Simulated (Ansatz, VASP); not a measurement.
**One calculation of Al2Cu, two programs**

The input INCAR:

```
PREC = Accurate
ENCUT = 520
EDIFF = 1E-6
ISMEAR = 0
SIGMA = 0.1
LREAL = False
LASPH = True
NELM = 100
ALGO = Normal
ISIF = 2
LWAVE = False
LCHARG = True
GGA = PS
LELF = True
LVHAR = True
NBANDS = 16
```

File KPOINTS:

```
regular mesh
0
Gamma
  8 8 10
```

File POSCAR:

```
Al2Cu
1.0
    4.1051820000      0.0000000000      0.0000000000
    0.0000000000      4.1051820000      0.0000000000
    0.0000000000      0.0000000000      2.8913130000
Al Cu
2 1
Direct
    0.5000000000      0.0000000000      0.5000000000
    0.0000000000      0.5000000000      0.5000000000
    0.0000000000      0.0000000000      0.0000000000
```

Input for Ansatz:

```yaml
crystal:
  lattice:
    - [4.105182, 0.0, 0.0]
    - [0.0, 4.105182, 0.0]
    - [0.0, 0.0, 2.891313]
  atoms:
    - { symbol: Al, position: [0.5, 0.0, 0.5] }
    - { symbol: Al, position: [0.0, 0.5, 0.5] }
    - { symbol: Cu, position: [0.0, 0.0, 0.0] }
basis:
  ecutwfc: 420
kpoints:
  mp_grid: { grid: [8, 8, 10] }
hamiltonian:
  xc: pbesol
scf:
  occupations: { method: gaussian, width: 0.1 }
output:
  forces: true
  stress: true
  eigenvalues: true
```

Alike in both runs: task single point; functional PBEsol; k mesh 8 × 8 × 10; occupations gaussian, width 0.1 eV; no spin polarisation.

```csv
,VASP,Ansatz
version,VASP 6.6.1,Ansatz 0.2.0
potentials or method,"VASP PAW PBE potentials, release 64 (Al, Cu), cutoff 520 eV","scalar-relativistic, plane waves, PAW"
valence electrons in the cell,17,25
```

VASP gave:

| Item | Value |
| --- | --- |
| gap on the k mesh at the Fermi level (eV) | none |
| pressure (GPa) | -2.1 |
| traceless stress, the component that is largest in VASP (GPa) | 0.42 |

Task: Estimate Ansatz's values.

Result: gap on the k mesh at the Fermi level (eV): none; pressure (GPa): -2.3; traceless stress, the component that is largest in VASP (GPa): 0.42.

VASP's potentials were made for PBE, not for PBEsol. A gap of «none» marks a metal or a gap that the smearing closes. VASP's potentials hold 17 valence electrons a cell and Ansatz's 25, so a difference there can come from the potentials and not from the codes.
